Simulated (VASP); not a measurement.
# Li (R-3m) in VASP: further runs

Runs on Li. Level: LDA. Tasks: electric field gradients.

Everything below comes from runs of VASP 6.6.1. Logs are shortened: lines on timing, memory, paths and dates and some standing lists are left out, and cuts for length are marked.

## Step 1: The cell of the first run

The structure is trigonal, space group R-3m (No. 166). The conventional cell has a = 3.101 Å, b = 3.101 Å, c = 22.310 Å, α = 90.00°, β = 90.00°, γ = 120.00°. Li (site symmetry -3m) has 12 Li at 3.06 to 3.10 Å within 4.0 Å. Within 4.0 Å of Li (site symmetry 3m) lie 12 Li at 3.05 to 3.10 Å.

## Step 2: Electric field gradients, LDA (zz strain of -2 %)

Contents of INCAR:

```
SYSTEM = Li
PREC     = Accurate       ! precision mode
ENCUT    = 520            ! plane-wave cutoff, eV
EDIFF    = 1E-8           ! SCF threshold, eV
ISMEAR   = -1             ! smearing method
SIGMA    = 0.08           ! smearing width, eV
LREAL    = .FALSE.        ! projectors in reciprocal space
LASPH    = .TRUE.         ! aspherical terms in the spheres
NELM     = 100            ! most SCF steps
ALGO     = Normal         ! electronic algorithm
ISIF     = 2              ! what is computed and relaxed
LWAVE    = .FALSE.        ! write WAVECAR
LCHARG   = .FALSE.        ! write CHGCAR
LEFG     = .TRUE.       
NBANDS   = 12             ! bands
```

Contents of KPOINTS:

```
regular mesh
0
G
  12 12 12
  0 0 0
```

Contents of POSCAR:

```
Li
1.0
    1.5504989657      0.8951809952      7.4365340000
   -1.5504989657      0.8951809952      7.4365340000
    0.0000000000     -1.7903619905      7.4365340000
Li
3
Direct
    0.0000000000      0.0000000000      0.0000000000
    0.2220000000      0.2220000000      0.2220000000
    0.7780000000      0.7780000000      0.7780000000
```

Potentials or basis: VASP PAW LDA potentials, release 64 (Li_sv).

Command:

```sh
$ cat potpaw_LDA.64/Li_sv/POTCAR > POTCAR
$ mpirun -np 1 vasp_std > vasp.out
```

OUTCAR:

```text
SYSTEM = Li
   PREC = Accurate
   ENCUT = 520
   EDIFF = 1E-8
   ISMEAR = -1
   LREAL = .FALSE.
   LASPH = .TRUE.
   NELM = 100
   ISIF = 2

 ion  position               nearest neighbor table
   1  0.000  0.000  0.000-
   2  0.222  0.222  0.222-
   3  0.778  0.778  0.778-

  LATTYP: Found a trigonal (rhomboedric) cell.
 ALAT       =     7.6490152301
 COS(alpha) =     0.9178208006

  Lattice vectors:

 A1 = (   1.5504989657,   0.8951809952,   7.4365340000)
 A2 = (  -1.5504989657,   0.8951809952,   7.4365340000)
 A3 = (   0.0000000000,  -1.7903619905,   7.4365340000)

Analysis of symmetry for initial positions (statically):
=====================================================================
 Subroutine PRICEL returns:
 Original cell was already a primitive cell.

 Routine SETGRP: Setting up the symmetry group for a
 trigonal (rhombohedral) supercell.

 Subroutine GETGRP returns: Found 12 space group operations
 (whereof 12 operations were pure point group operations)
 out of a pool of 12 trial point group operations.

The static configuration has the point symmetry D_3d.

Analysis of symmetry for dynamics (positions and initial velocities):
=====================================================================
 Subroutine PRICEL returns:
 Original cell was already a primitive cell.

 Routine SETGRP: Setting up the symmetry group for a
 trigonal (rhombohedral) supercell.

 Subroutine GETGRP returns: Found 12 space group operations
 (whereof 12 operations were pure point group operations)
 out of a pool of 12 trial point group operations.

The dynamic configuration has the point symmetry D_3d.

 Subroutine INISYM returns: Found 12 space group operations
 (whereof 12 operations are pure point group operations),
 and found     1 'primitive' translations

----------------------------------------------------------------------------------------

                                     Primitive cell

  volume of cell :      61.9304

  direct lattice vectors                    reciprocal lattice vectors
     1.550498966  0.895180995  7.436534000     0.322476836  0.186182088  0.044823749
    -1.550498966  0.895180995  7.436534000    -0.322476836  0.186182088  0.044823749
     0.000000000 -1.790361990  7.436534000     0.000000000 -0.372364176  0.044823749

  length of vectors
     7.649015230  7.649015230  7.649015230     0.375052327  0.375052327  0.375052327

  position of ions in fractional coordinates (direct lattice)
     0.000000000  0.000000000  0.000000000
     0.222000000  0.222000000  0.222000000
     0.778000000  0.778000000  0.778000000

  ion indices of the primitive-cell ions
   primitive index   ion index
                 1           1
                 2           2
                 3           3

----------------------------------------------------------------------------------------

 KPOINTS: regular mesh

Automatic generation of k-mesh.
 Grid dimensions read from file:
 generate k-points for:   12   12   12

 Generating k-lattice:

  Cartesian coordinates                     Fractional coordinates (reciprocal lattice)
     0.026873070  0.015515174  0.003735312     0.083333333 -0.000000000  0.000000000
    -0.026873070  0.015515174  0.003735312    -0.000000000  0.083333333  0.000000000
     0.000000000 -0.031030348  0.003735312     0.000000000  0.000000000  0.083333333

  Length of vectors
     0.031254361  0.031254361  0.031254361

  Shift w.r.t. Gamma in fractional coordinates (k-lattice)
     0.000000000  0.000000000  0.000000000

 Subroutine IBZKPT returns following result:
 ===========================================

 Found    189 irreducible k-points:

 Following reciprocal coordinates:
            Coordinates               Weight
  0.000000  0.000000  0.000000      1.000000
  0.083333 -0.000000  0.000000      6.000000
  0.166667 -0.000000  0.000000      6.000000
  0.250000 -0.000000  0.000000      6.000000
  0.333333  0.000000  0.000000      6.000000
  0.416667 -0.000000  0.000000      6.000000
[... 16 lines left out ...]
  0.500000  0.166667  0.000000     12.000000
 -0.416667  0.166667 -0.000000     12.000000
 [... further k-points ...]
   k-points           NKPTS =    189   k-points in BZ     NKDIM =    189   number of bands    NBANDS=     12
   number of dos      NEDOS =    301   number of ions     NIONS =      3
   total plane-waves  NPLWV = 216000
   dimension x,y,z NGX =    60 NGY =   60 NGZ =   60
   dimension x,y,z NGXF=   120 NGYF=  120 NGZF=  120
   ions per type =               3
   NGX,Y,Z   is equivalent  to a cutoff of  13.04, 13.04, 13.04 a.u.
   NGXF,Y,Z  is equivalent  to a cutoff of  26.08, 26.08, 26.08 a.u.
 SYSTEM =  Li
   PREC   = accura    normal or accurate (medium, high low for compatibility)
   ISTART =      0    job   : 0-new  1-cont  2-samecut
   ICHARG =      2    charge: 1-file 2-atom 10-const
   ISPIN  =      1    spin polarized calculation?
   LNONCOLLINEAR =      F non collinear calculations
   LSORBIT =      F    spin-orbit coupling
   LASPH  =      T    aspherical Exc in radial PAW
   ENCUT  =  520.0 eV  38.22 Ry    6.18 a.u.  14.22 14.22 14.22*2*pi/ulx,y,z
   NELM   =    100;   NELMIN=  2; NELMDL= -5     # of ELM steps
   EDIFF  = 0.1E-07   stopping-criterion for ELM
   LREAL  =      F    real-space projection
   EDIFFG = 0.1E-06   stopping-criterion for IOM
   NSW    =      0    number of steps for IOM
   IBRION =     -1    ionic relax: 0-MD 1-quasi-New 2-CG
   NFREE  =      0    steps in history (QN), initial steepest desc. (CG)
   ISIF   =      2    stress and relaxation
   ISYM   =      2    0-nonsym 1-usesym 2-fastsym
   POTIM  = 0.5000    time-step for ionic-motion
   TEBEG  =    0.0;   TEEND  =   0.0 temperature during run
   PSTRESS=    0.0 pullay stress
   NELECT =       9.0000    total number of electrons
   NUPDOWN=      -1.0000    fix difference up-down
   EMIN   =  10.00;   EMAX   =-10.00  energy-range for DOS
   EFERMI =   0.00;   METHOD = LEGACY
   ISMEAR =    -1;   SIGMA  =   0.08  broadening in eV -4-tet -1-fermi 0-gaus
   EFERMI_NEDOS =   21; number of points for ismear=-14 and -15
   IALGO  =     38    algorithm
   IMIX   =      4    mixing-type and parameters
     AMIX     =   0.40;   BMIX     =  1.00
     AMIX_MAG =   1.60;   BMIX_MAG =  1.00
  volume/ion in A,a.u.               =      20.64       139.31
  Fermi-wavevector in a.u.,A,eV,Ry     =   0.860705  1.626496 10.079372  0.740813
  Thomas-Fermi vector in A             =   1.978249
   LORBIT       =      0    0 simple, 1 ext, 2 COOP (PROOUT), +10 PAW based schemes
   GGA     = CA    functional components
   LHFCALC =     F    Hartree Fock is set to
   AEXX    =    0.0000 exact exchange contribution
   IVDW    =     0    specifies the selected vdW correction
   LEPSILON=     F    determine dielectric tensor
   LRPA    =     F    only Hartree local field effects (RPA)
 non-spin polarized calculation
  energy-cutoff  :      520.00
  volume of cell :       61.93
 maximum number of plane-waves:      1684
 NGX is ok and might be reduce to    60
   NGX = 29   NGY = 29   NGZ = 29

 number of electron       9.0000005 magnetization

 Free energy of the ion-electron system (eV)
  ---------------------------------------------------
  ext. energy  EPLUGINS =         0.00000000
  ---------------------------------------------------
  free energy    TOTEN  =        -6.13974058 eV

  energy without entropy =       -6.11106499  energy(sigma->0) =       -6.12540279

 E-fermi :   0.5363     XC(G=0):  -7.0980

 val. band max:        0.5233513926   @ k =  -0.2500   0.3333   0.2500
 cond. band min:       0.5384750578   @ k =  -0.2500   0.2500   0.2500
 fundamental gap:      0.0151236652
 Fermi energy:         0.5363093595

 k-point     1 :       0.0000    0.0000    0.0000
  band No.  band energies     occupation
      1     -45.1163      2.00000
      2     -45.1015      2.00000
      3     -45.0962      2.00000
      4      -2.9228      2.00000
      5      -0.9517      2.00000
      6      -0.9514      2.00000
      7       6.3977      0.00000
      8       6.4243      0.00000
      9      12.7716      0.00000
     10      12.7716      0.00000
     11      12.9102      0.00000
     12      12.9102      0.00000
[... 331 lines left out ...]
 k-point    24 :      -0.4167    0.1667   -0.0000
  band No.  band energies     occupation
      1     -45.0995      2.00000
      2     -45.0902      2.00000
      3     -45.0880      2.00000
      4       0.8682      0.03108
      5       1.6612      0.00000
      6       1.9535      0.00000
      7       4.1149      0.00000
      8       4.3864      0.00000
      9       4.9783      0.00000
     10       6.7931      0.00000
     11       7.3179      0.00000
     12       9.1288      0.00000

 [... further k-points ...]
[... 5 lines left out ...]
  --------------------------------------------------------------------------------------
  -------------------------------------------------------------------------------------
  Total       -0.4977733     -0.4977733     -0.3891478      0.0000000      0.0000000      0.0000000
  in kB      -12.8776914    -12.8776914    -10.0674845      0.0000000      0.0000000      0.0000000
  external PRESSURE =     -11.9409557 kB  Pullay stress =       0.0000000 kB

 VOLUME and BASIS-vectors are now :
 -----------------------------------------------------------------------------
  energy-cutoff  :      520.00
  volume of cell :       61.93
      direct lattice vectors                 reciprocal lattice vectors
     1.550498966  0.895180995  7.436534000     0.322476836  0.186182088  0.044823749
    -1.550498966  0.895180995  7.436534000    -0.322476836  0.186182088  0.044823749
     0.000000000 -1.790361990  7.436534000     0.000000000 -0.372364176  0.044823749

 POSITION                                       TOTAL-FORCE (eV/Angst)
 -----------------------------------------------------------------------------------
      0.00000      0.00000      0.00000         0.000000      0.000000      0.000000
      0.00000     -0.00000      4.95273         0.000000     -0.000000      0.009240
      0.00000     -0.00000     17.35687         0.000000      0.000000     -0.009240
 -----------------------------------------------------------------------------------
    total drift:                               -0.000000     -0.000000      0.000000

  FREE ENERGIE OF THE ION-ELECTRON SYSTEM (eV)
  ---------------------------------------------------
  free  energy   TOTEN  =        -6.1397405811 eV

  energy  without entropy=       -6.1110649920  energy(sigma->0) =       -6.12540279

 Electric field gradients (V/A^2)
---------------------------------------------------------------------
 ion       V_xx      V_yy      V_zz      V_xy      V_xz      V_yz
---------------------------------------------------------------------
   1      -0.062    -0.062     0.125    -0.000    -0.000     0.000
   2      -0.073    -0.073     0.146     0.000     0.000     0.000
   3      -0.073    -0.073     0.146    -0.000    -0.000     0.000
---------------------------------------------------------------------

 Electric field gradients after diagonalization (V/A^2)
 (convention: |V_zz| > |V_xx| > |V_yy|)
----------------------------------------------------------------------
 ion       V_xx      V_yy      V_zz     asymmetry (V_yy - V_xx)/ V_zz
----------------------------------------------------------------------
   1      -0.062    -0.062     0.125       0.000
   2      -0.073    -0.073     0.146       0.000
   3      -0.073    -0.073     0.146       0.000
----------------------------------------------------------------------

           NMR quadrupolar parameters

 Cq : quadrupolar parameter    Cq=e*Q*V_zz/h
 eta: asymmetry parameters     (V_yy - V_xx)/ V_zz
 Q  : nuclear electric quadrupole moment in mb (millibarn)
----------------------------------------------------------------------
 ion       Cq(MHz)       eta       Q (mb)
----------------------------------------------------------------------
   1       0.000       0.000       1.000
   2       0.000       0.000       1.000
   3       0.000       0.000       1.000
----------------------------------------------------------------------
```

Wall time 5.6 min (1 thread of Intel Xeon 6975P-C (Granite Rapids), shared host); peak memory 0.38 GiB.

What came out:

| Property | Result |
| --- | --- |
| Free energy | -6.1397 eV |
| Largest force | 0.009 eV/Å |
| Band gap on the k mesh | zero (an odd number of electrons rules out a gap without spin polarisation) |
| Largest electric field gradient by atom | Li +0.12, +0.15 (each value once) V/Å² |

Forces in eV/Å, atoms in the order of the input:
```
Li   0.000  0.000  0.000
Li   0.000  0.000  0.009
Li   0.000  0.000 -0.009
```

Caveat: the cell differs from its parent crystal (zz strain of -2 %); the cutoff is under 1.25 times the usual one of these potentials, so pressure, stress and relaxed cells hold a basis-set (Pulay) error; without QUAD_EFG the Cq values of the log hold for a quadrupole moment of 1 mb, not for the nuclei.

## Step 3: Electric field gradients, LDA (20.85 Å³/atom)

This run uses another cell than the first one, of 20.85 Å³/atom.

Contents of INCAR:

```
PREC = Accurate
ENCUT = 520
EDIFF = 1E-8
ISMEAR = -1
SIGMA = 0.08
LREAL = False
LASPH = True
NELM = 60
ALGO = Normal
ISIF = 2
LWAVE = False
LCHARG = False
LEFG = True
NBANDS = 12
```

Contents of KPOINTS:

```
regular mesh
0
Gamma
  12 12 12
```

Contents of POSCAR:

```
Li
1.0
    1.5453133117      0.8921870565      7.5629208807
   -1.5453133117      0.8921870565      7.5629208807
    0.0000000000     -1.7843741130      7.5629208807
Li
3
Direct
    0.0000000000      0.0000000000      0.0000000000
    0.2220000000      0.2220000000      0.2220000000
    0.7780000000      0.7780000000      0.7780000000
```

Potentials or basis: VASP PAW LDA potentials, release 64 (Li_sv).

Command:

```sh
$ cat potpaw_LDA.64/Li_sv/POTCAR > POTCAR
$ mpirun -np 1 vasp_std > vasp.out
```

OUTCAR:

```text
PREC = Accurate
   ENCUT = 520
   EDIFF = 1E-8
   ISMEAR = -1
   LREAL = False
   LASPH = True
   NELM = 60
   ISIF = 2

 ion  position               nearest neighbor table
   1  0.000  0.000  0.000-
   2  0.222  0.222  0.222-
   3  0.778  0.778  0.778-

  LATTYP: Found a trigonal (rhomboedric) cell.
 ALAT       =     7.7705703280
 COS(alpha) =     0.9209034946

  Lattice vectors:

 A1 = (   1.5453133117,   0.8921870565,   7.5629208807)
 A2 = (  -1.5453133117,   0.8921870565,   7.5629208807)
 A3 = (   0.0000000000,  -1.7843741130,   7.5629208807)

Analysis of symmetry for initial positions (statically):
=====================================================================
 Subroutine PRICEL returns:
 Original cell was already a primitive cell.

[... 555 lines left out ...]
     1.545313312  0.892187056  7.562920881     0.323558981  0.186806865  0.044074682
    -1.545313312  0.892187056  7.562920881    -0.323558981  0.186806865  0.044074682
     0.000000000 -1.784374113  7.562920881     0.000000000 -0.373613729  0.044074682

 POSITION                                       TOTAL-FORCE (eV/Angst)
 -----------------------------------------------------------------------------------
      0.00000      0.00000      0.00000         0.000000      0.000000      0.000000
      0.00000      0.00000      5.03691         0.000000      0.000000      0.008863
      0.00000      0.00000     17.65186         0.000000     -0.000000     -0.008863
 -----------------------------------------------------------------------------------
    total drift:                               -0.000000     -0.000000      0.000000

  FREE ENERGIE OF THE ION-ELECTRON SYSTEM (eV)
  ---------------------------------------------------
  free  energy   TOTEN  =        -6.1355037272 eV

  energy  without entropy=       -6.1054391300  energy(sigma->0) =       -6.12047143

 Electric field gradients (V/A^2)
---------------------------------------------------------------------
 ion       V_xx      V_yy      V_zz      V_xy      V_xz      V_yz
---------------------------------------------------------------------
   1      -0.026    -0.026     0.052     0.000    -0.000     0.000
   2      -0.033    -0.033     0.066     0.000    -0.000     0.000
   3      -0.033    -0.033     0.066    -0.000    -0.000     0.000
---------------------------------------------------------------------

 Electric field gradients after diagonalization (V/A^2)
 (convention: |V_zz| > |V_xx| > |V_yy|)
----------------------------------------------------------------------
 ion       V_xx      V_yy      V_zz     asymmetry (V_yy - V_xx)/ V_zz
----------------------------------------------------------------------
   1      -0.026    -0.026     0.052       0.000
   2      -0.033    -0.033     0.066       0.000
   3      -0.033    -0.033     0.066       0.000
----------------------------------------------------------------------

           NMR quadrupolar parameters

 Cq : quadrupolar parameter    Cq=e*Q*V_zz/h
 eta: asymmetry parameters     (V_yy - V_xx)/ V_zz
 Q  : nuclear electric quadrupole moment in mb (millibarn)
----------------------------------------------------------------------
 ion       Cq(MHz)       eta       Q (mb)
----------------------------------------------------------------------
   1       0.000       0.000       1.000
   2       0.000       0.000       1.000
   3       0.000       0.000       1.000
----------------------------------------------------------------------
```

stdout:

```text
POSCAR found type information on POSCAR Li
 POSCAR found :  1 types and       3 ions
 scaLAPACK will be used
 LDA part: xc-table for (Slater(with rela. corr.)+CA(PZ))
 , standard interpolation
 POSCAR, INCAR and KPOINTS ok, starting setup
 FFT: planning ... GRIDC
 FFT: planning ... GRID_SOFT
 FFT: planning ... GRID
 WAVECAR not read
 entering main loop
ion   1

ion   2

ion   3
```

It took 6.3 min on 1 thread of Intel Xeon 6975P-C (Granite Rapids), shared host; peak memory 0.38 GiB.

Results:

- Free energy: -6.1355 eV
- Largest force: 0.009 eV/Å
- Band gap on the k mesh: zero (an odd number of electrons rules out a gap without spin polarisation)
- Largest electric field gradient by atom: Li +0.05, +0.07 (each value once) V/Å²

Forces on the atoms (eV/Å):
```
Li   0.000  0.000  0.000
Li   0.000  0.000  0.009
Li   0.000  0.000 -0.009
```

Caveat: the cutoff is under 1.25 times the usual one of these potentials, so pressure, stress and relaxed cells hold a basis-set (Pulay) error; without QUAD_EFG the Cq values of the log hold for a quadrupole moment of 1 mb, not for the nuclei.

(Continued in part 2 of 2.)
